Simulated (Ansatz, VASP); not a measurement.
One calculation of Co, two programs

INCAR

```
  ALGO = Normal
  EDIFF = 1E-6
  ENCUT = 520
  GGA = PE
  ISIF = 2
  ISMEAR = -1
  ISPIN = 2
  LASPH = True
  LCHARG = False
  LMAXMIX = 4
  LORBIT = 11
  LREAL = False
  LWAVE = False
  MAGMOM = 1.69 1.69
  NBANDS = 20
  NELM = 150
  PREC = Accurate
  SIGMA = 0.1
```

KPOINTS

```
k-points
0
Gamma
  14 14 8
```

File POSCAR:

```
Co
1.0
    2.4935221926      0.0000000000      0.0000000000
   -1.2467610963      2.1594535637      0.0000000000
    0.0000000000      0.0000000000      4.0277844638
Co
2
Direct
    0.3333333333      0.6666666667      0.2500000000
    0.6666666667      0.3333333333      0.7500000000
```

Input for Ansatz:

```yaml
crystal:
  lattice:
    - [2.4935221926, 0.0, 0.0]
    - [-1.2467610963, 2.1594535637, 0.0]
    - [0.0, 0.0, 4.0277844638]
  atoms:
    - { symbol: Co, position: [0.3333333333, 0.6666666667, 0.25], spin: 1.69 }
    - { symbol: Co, position: [0.6666666667, 0.3333333333, 0.75], spin: 1.69 }
hamiltonian:
  xc: pbe
  pseudopotentials:
    kind: paw
    azcp:
      Co: "pseudopotentials/Co.paw.azcp"
basis:
  ecutwfc: 420
  fft_grid_basis: typed
kpoints:
  mp_grid: { grid: [14, 14, 8], shift: [0, 0, 0] }
magnetization:
  spin_polarized: true
scf:
  occupations: { method: fermi_dirac, width: 0.1 }
  lower_state_search: "off"
output:
  stress: true
```

Alike in both runs: task single point; functional PBE; k mesh 14 × 14 × 8; occupations fermi-dirac, width 0.1 eV; collinear spin.

```csv
,VASP,Ansatz
version,VASP 6.6.1,Ansatz 0.2.0
potentials or method,"VASP PAW PBE potentials, release 64 (Co), cutoff 520 eV","plane waves (420 eV) with PAW, scalar-relativistic"
valence electrons in the cell,18,34
```

Ansatz gave:

| Item | Value |
| --- | --- |
| pressure (GPa) | 0.4 |
| traceless stress, the component that is largest in VASP (GPa) | 0.30 |
| net moment per atom (μB) | 1.60 |
| size of the moment on the site where the two differ most (μB) | 1.67 |

Estimate VASP's values.

pressure (GPa): -0.5; traceless stress, the component that is largest in VASP (GPa): 0.22; net moment per atom (μB): 1.59; size of the moment on the site where the two differ most (μB): 1.61.

Site moments also hang on the region over which each program counts them. The functional is the same, so the differences come from potentials, cutoffs and numerics. VASP's potentials hold 18 valence electrons a cell and Ansatz's 34, so a difference there can come from the potentials and not from the codes.
